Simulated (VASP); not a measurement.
# Si (P-1) in VASP: notebook, part 2 of 2

VASP 6.6.1. The steps go on from the part before.

**3. Single point, PBEsol (the part above a cut slid along it)**

File INCAR:

```
SYSTEM = Si
PREC     = Accurate       ! precision mode
ENCUT    = 520            ! plane-wave cutoff, eV
EDIFF    = 1E-6           ! SCF threshold, eV
ISMEAR   = 0              ! smearing method
SIGMA    = 0.05           ! smearing width, eV
LREAL    = .FALSE.        ! projectors in reciprocal space
LASPH    = .TRUE.         ! aspherical terms in the spheres
NELM     = 60             ! most SCF steps
ALGO     = Fast           ! electronic algorithm
ISIF     = 2              ! what is computed and relaxed
LWAVE    = .FALSE.        ! write WAVECAR
LCHARG   = .FALSE.        ! write CHGCAR
GGA      = PS             ! functional
NBANDS   = 36             ! bands
```

File KPOINTS:

```
regular mesh
0
G
  6 9 3
  0 0 0
```

File POSCAR:

```
Si
1.0
    5.4328540087      0.0000000000      0.0000000000
    0.0000000000      2.7164270044     -2.7164270044
    0.6791067511      9.1679411397      7.1306208864
Si
12
Direct
    0.4687520833     -0.0937437500      0.2499833333
   -0.0520812500      0.3437562500      0.4166500000
    0.4270854167     -0.2187437500      0.5833166667
   -0.0937479167      0.2187562500      0.7499833333
    0.3854187500     -0.3437437500      0.9166500000
   -0.0104145833      0.4687562500      0.0833166667
    0.6979187500     -0.1562437500      0.4166500000
    0.1770854167      0.2812562500      0.5833166667
    0.6562520833     -0.2812437500      0.7499833333
    0.1354187500      0.1562562500      0.9166500000
    0.7395854167     -0.0312437500      0.0833166667
    0.2187520833      0.4062562500      0.2499833333
```

Potentials or basis: VASP PAW PBE potentials, release 64 (Si).

Started as:

```bash
> cat potpaw_PBE.64/Si/POTCAR > POTCAR
> mpirun -np 1 vasp_std > vasp.out
```

OUTCAR:

```text
SYSTEM = Si
   PREC = Accurate
   ENCUT = 520
   EDIFF = 1E-6
   ISMEAR = 0
   LREAL = .FALSE.
   LASPH = .TRUE.
   NELM = 60
   ISIF = 2
   GGA = PS

 ion  position               nearest neighbor table
   1  0.469  0.906  0.250-  11 2.35  12 2.35  12 2.35   7 2.35
   2  0.948  0.344  0.417-   7 2.35   7 2.35  12 2.35   8 2.35
   3  0.427  0.781  0.583-   9 2.35   8 2.35   8 2.35   7 2.35
   4  0.906  0.219  0.750-   8 2.35   9 2.35   9 2.35  10 2.35
   5  0.385  0.656  0.917-  10 2.35  10 2.35   9 2.35   6 2.84
   6  0.990  0.469  0.083-  12 2.35  11 2.35  11 2.35  10 2.50   5 2.84
   7  0.698  0.844  0.417-   2 2.35   2 2.35   3 2.35   1 2.35
   8  0.177  0.281  0.583-   4 2.35   3 2.35   3 2.35   2 2.35
   9  0.656  0.719  0.750-   3 2.35   4 2.35   4 2.35   5 2.35
  10  0.135  0.156  0.917-   5 2.35   5 2.35   4 2.35   6 2.50  11 2.84
  11  0.740  0.969  0.083-   1 2.35   6 2.35   6 2.35  10 2.84
  12  0.219  0.406  0.250-   6 2.35   1 2.35   1 2.35   2 2.35

  LATTYP: Found a triclinic cell.
 ALAT       =     5.4328540087
 B/A-ratio  =     1.2247448714
 C/A-ratio  =     2.5663081460
 COS(alpha) =     0.0198849995
[... 1147 lines left out ...]
     36       9.5287      0.00000

 [... further k-points ...]

------------------------ aborting loop because EDIFF is reached ----------------------------------------

  FORCE on cell =-STRESS in cart. coord.  units (eV):
  Direction    XX          YY          ZZ          XY          YZ          ZX
  --------------------------------------------------------------------------------------
  -------------------------------------------------------------------------------------
  Total        1.0362945     -6.5034553      1.6736123     -0.6735793      0.7025533     -2.3158519
  in kB        6.9026907    -43.3190955     11.1478236     -4.4866685      4.6796622    -15.4257400
  external PRESSURE =      -8.4228604 kB  Pullay stress =       0.0000000 kB

 VOLUME and BASIS-vectors are now :
 -----------------------------------------------------------------------------
  energy-cutoff  :      520.00
  volume of cell :      240.53
      direct lattice vectors                 reciprocal lattice vectors
     5.432854009  0.000000000  0.000000000     0.184065318 -0.007669388 -0.007669388
     0.000000000  2.716427004 -2.716427004     0.000000000  0.161057153 -0.207073483
     0.679106751  9.167941140  7.130620886     0.000000000  0.061355106  0.061355106

 POSITION                                       TOTAL-FORCE (eV/Angst)
 -----------------------------------------------------------------------------------
      2.71643      4.75361     -0.67924        -0.116989     -0.086163      0.236648
      5.43285      4.75361      2.03718        -0.159437     -0.009311      0.026772
      2.71643      7.47004      2.03718        -0.010685      0.063899      0.048009
      5.43285      7.47004      4.75361        -0.217721      0.188453      0.048401
      2.71643     10.18647      4.75361         0.845511      0.711342      0.052168
      5.43285      2.03718     -0.67924        -0.091515     -0.246456      0.480988
      4.07464      6.11182      0.67897         0.010685     -0.063899     -0.048009
      1.35821      6.11182      3.39540         0.159437      0.009311     -0.026772
      4.07464      8.82825      3.39540         0.116989      0.086163     -0.236648
      1.35821      8.82825      6.11182         0.091515      0.246456     -0.480988
      4.07464      3.39540     -2.03746        -0.845511     -0.711342     -0.052168
      1.35821      3.39540      0.67897         0.217721     -0.188453     -0.048401
 -----------------------------------------------------------------------------------
    total drift:                               -0.000001     -0.000000      0.000000

  FREE ENERGIE OF THE ION-ELECTRON SYSTEM (eV)
  ---------------------------------------------------
  free  energy   TOTEN  =       -66.5885175559 eV

  energy  without entropy=      -66.5840938932  energy(sigma->0) =      -66.58630572
```

OSZICAR:

```text
N       E                     dE             d eps       ncg     rms          rms(c)
DAV:   1     0.101367390210E+03    0.10137E+03   -0.18088E+04  5904   0.110E+03
DAV:   2    -0.585612719969E+02   -0.15993E+03   -0.14987E+03  7256   0.158E+02
DAV:   3    -0.675938701957E+02   -0.90326E+01   -0.88124E+01  7660   0.336E+01
DAV:   4    -0.677749808947E+02   -0.18111E+00   -0.18004E+00  7564   0.579E+00
DAV:   5    -0.677795465479E+02   -0.45657E-02   -0.45580E-02  7532   0.853E-01    0.117E+01
RMM:   6    -0.669229673457E+02    0.85658E+00   -0.47896E-01  6055   0.204E+00    0.695E+00
RMM:   7    -0.665885634241E+02    0.33440E+00   -0.86440E-01  6360   0.293E+00    0.527E-01
RMM:   8    -0.665858380523E+02    0.27254E-02   -0.91091E-02  6677   0.125E+00    0.246E-01
RMM:   9    -0.665881890567E+02   -0.23510E-02   -0.21967E-02  7349   0.581E-01    0.258E-01
RMM:  10    -0.665883641108E+02   -0.17505E-03   -0.35991E-03  6964   0.266E-01    0.127E-01
RMM:  11    -0.665884977897E+02   -0.13368E-03   -0.11067E-03  7259   0.147E-01    0.318E-02
RMM:  12    -0.665885111562E+02   -0.13367E-04   -0.20775E-04  7620   0.631E-02    0.288E-02
RMM:  13    -0.665885168175E+02   -0.56613E-05   -0.56890E-05  7272   0.334E-02    0.234E-02
RMM:  14    -0.665885172734E+02   -0.45587E-06   -0.14972E-05  7230   0.172E-02    0.467E-03
RMM:  15    -0.665885175559E+02   -0.28252E-06   -0.46641E-06  5974   0.904E-03
   1 F= -.66588518E+02 E0= -.66586306E+02  d E =-.442366E-02
```

Run time: 9.1 min. Hardware: 1 thread of Oxide Virtual Turin-like, shared host; peak memory 0.57 GiB.

What came out:

```yaml
Free_energy: -66.5885 eV
Pressure: -0.8 GPa
Largest_force: 1.106 eV/Å
Band_gap_on_the_k_mesh: zero (bands 24 and 25 overlap by 0.97 eV)
```

Forces in eV/Å, atoms in the order of the input:
```
Si  -0.117 -0.086  0.237
Si  -0.159 -0.009  0.027
Si  -0.011  0.064  0.048
Si  -0.218  0.188  0.048
Si   0.846  0.711  0.052
Si  -0.092 -0.246  0.481
Si   0.011 -0.064 -0.048
Si   0.159  0.009 -0.027
Si   0.117  0.086 -0.237
Si   0.092  0.246 -0.481
Si  -0.846 -0.711 -0.052
Si   0.218 -0.188 -0.048
```

Caveat: the cell differs from its parent crystal (the part above a cut slid along it); the stress differs along the axes, from -4 to 1 GPa; the PAW data sets were made with another functional, which shifts forces and pressure a little.
